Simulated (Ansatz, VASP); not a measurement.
One calculation of Si, two programs

File INCAR:

```
PREC = Accurate
ENCUT = 520
EDIFF = 1E-8
ISMEAR = -1
SIGMA = 0.08
LREAL = False
LASPH = True
NELM = 60
ALGO = Normal
ISIF = 2
LWAVE = False
LCHARG = False
GGA = PE
LEFG = True
NBANDS = 11
```

The input KPOINTS:

```
Automatic mesh
0
Gamma
  12 12 12
```

POSCAR

```
Si
1.0
    0.0000000000      2.7154700000      2.7154700000
    2.7154700000      0.0000000000      2.7154700000
    2.7154700000      2.7154700000      0.0000000000
Si
2
Direct
    0.5000000000      0.5000000000      0.5000000000
    0.7553154702      0.7553154702      0.7553154702
```

Input for Ansatz:

```yaml
crystal:
  lattice:
    - [0.0, 2.71547, 2.71547]
    - [2.71547, 0.0, 2.71547]
    - [2.71547, 2.71547, 0.0]
  atoms:
    - { symbol: Si, position: [0.5, 0.5, 0.5] }
    - { symbol: Si, position: [0.7553154702, 0.7553154702, 0.7553154702] }
kpoints:
  mp_grid: { grid: [12, 12, 12] }
scf:
  occupations: { method: fermi_dirac, width: 0.08 }
hamiltonian:
  xc: pbe
  pseudopotentials: { kind: all_electron, datasets: crystal }
output:
  forces: true
  stress: true
  eigenvalues: true
  efg: { contact_densities: true }
```

Alike in both runs: task electric field gradients; functional PBE; k mesh 12 × 12 × 12; occupations fermi-dirac, width 0.08 eV; no spin polarisation.

|  | VASP | Ansatz |
| --- | --- | --- |
| version | VASP 6.6.1 | Ansatz 0.2.0 |
| potentials or method | VASP PAW PBE potentials, release 64 (Si), cutoff 520 eV | all-electron PAW with datasets made for the crystal, scalar-relativistic |

VASP gave:

* pressure (GPa): 2.0
* traceless stress, the component that is largest in VASP (GPa): -1.08
* rms of the force components (eV/Å): 0.360
* size of Vzz on the site where it differs most (V/Å²): 5.6

Estimate Ansatz's values.

pressure (GPa): 2.0; traceless stress, the component that is largest in VASP (GPa): -1.09; rms of the force components (eV/Å): 0.361; size of Vzz on the site where it differs most (V/Å²): 5.0.

Atom by atom the forces differ by 0.001 eV/Å (rms over components). Ansatz ran all-electron here, and VASP with PAW potentials.
